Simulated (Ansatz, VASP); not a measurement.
# GaN in VASP and in Ansatz

```
CELL_PARAMETERS angstrom
3.29998 0.00000 0.00000
-1.64999 2.85787 0.00000
0.00000 0.00000 4.75699
ATOMIC_POSITIONS crystal
Ga 0.33333 0.66667 0.00000
Ga 0.66667 0.33333 0.50000
N 0.33333 0.66667 0.50000
N 0.66667 0.33333 0.00000
```

Alike in both runs: functional r2SCAN; k mesh 12 × 12 × 8; occupations gaussian, width 0.02 eV; no spin polarisation.

Ansatz relaxed the structure, and its values are those at the end. VASP's run is a single point on that final structure, the one shown.

|  | VASP | Ansatz |
| --- | --- | --- |
| version | VASP 6.6.1 | Ansatz 0.2.0 |
| potentials or method | VASP PAW PBE potentials, release 64 (Ga_d, N), cutoff 520 eV | scalar-relativistic, plane waves, PAW |
| valence electrons in the cell | 36 | 36 |

|  | VASP | Ansatz | Ansatz less VASP |
| --- | --- | --- | --- |
| gap on the k mesh at the Fermi level (eV) | 1.87 | 1.87 | -0.007 |
| least direct gap on the mesh (eV) | 1.87 | 1.87 | -0.007 |
| pressure (GPa) | 0.9 | 0.0 | -0.92 |

VASP's potentials were made for PBE, not for r2SCAN.
